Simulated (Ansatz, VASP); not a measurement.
**Two plane-wave programs on Fe**

Contents of INCAR:

```
SYSTEM = Fe
ALGO = Normal ; EDIFF = 1E-6
ENCUT = 600 ; GGA = PE
GGA_COMPAT = .False. ; ISIF = 2
ISMEAR = 0 ; ISPIN = 2
LASPH = .True. ; LCHARG = .True.
LELF = .True. ; LMAXMIX = 4
LORBIT = 11 ; LREAL = .False.
LVHAR = .True. ; LWAVE = .False.
MAGMOM = 2.44 ; NBANDS = 18
NELM = 200 ; PREC = Accurate
SIGMA = 0.15
```

KPOINTS

```
k-points
0
Gamma
  12 12 12
  0 0 0
```

POSCAR

```
Fe
1.0
   -1.1971544533      1.1971544533      1.8745044429
    1.1971544533     -1.1971544533      1.8745044429
    1.1971544533      1.1971544533     -1.8745044429
Fe
1
Direct
    0.0000000000      0.0000000000      0.0000000000
```

Input for Ansatz:

```yaml
crystal:
  lattice:
    - [-1.1971544533, 1.1971544533, 1.8745044429]
    - [1.1971544533, -1.1971544533, 1.8745044429]
    - [1.1971544533, 1.1971544533, -1.8745044429]
  atoms:
    - { symbol: Fe, position: [0.0, 0.0, 0.0], spin: 2.44 }
basis:
  ecutwfc: 520.0
kpoints:
  mp_grid: { grid: [12, 12, 12] }
hamiltonian:
  xc: pbe
scf:
  occupations: { method: gaussian, width: 0.15 }
output:
  forces: true
  stress: true
  eigenvalues: true
  populations: true
magnetization:
  spin_polarized: true
```

Alike in both runs: task single point; functional PBE; k mesh 12 × 12 × 12; occupations gaussian, width 0.15 eV; collinear spin.

```csv
,VASP,Ansatz
version,VASP 6.6.1,Ansatz 0.2.0
potentials or method,"VASP PAW PBE potentials, release 64 (Fe_sv), cutoff 600 eV","scalar-relativistic, plane waves, PAW"
valence electrons in the cell,16,16
```

Ansatz gave:

```
gap on the k mesh at the Fermi level (eV)                     : none
pressure (GPa)                                                : 16.1
traceless stress, the component that is largest in VASP (GPa) : 5.47
net moment per atom (μB)                                      : 2.12
size of the moment on the site where the two differ most (μB) : 2.14
```

Task: What did VASP give for the same quantities?

Result: gap on the k mesh at the Fermi level (eV): none; pressure (GPa): 0.9; traceless stress, the component that is largest in VASP (GPa): -10.93; net moment per atom (μB): 1.40; size of the moment on the site where the two differ most (μB): 1.41.

The net moments are unlike, so the other rows may belong to different states. Site moments also hang on the region over which each program counts them. A gap of «none» marks a metal or a gap that the smearing closes.
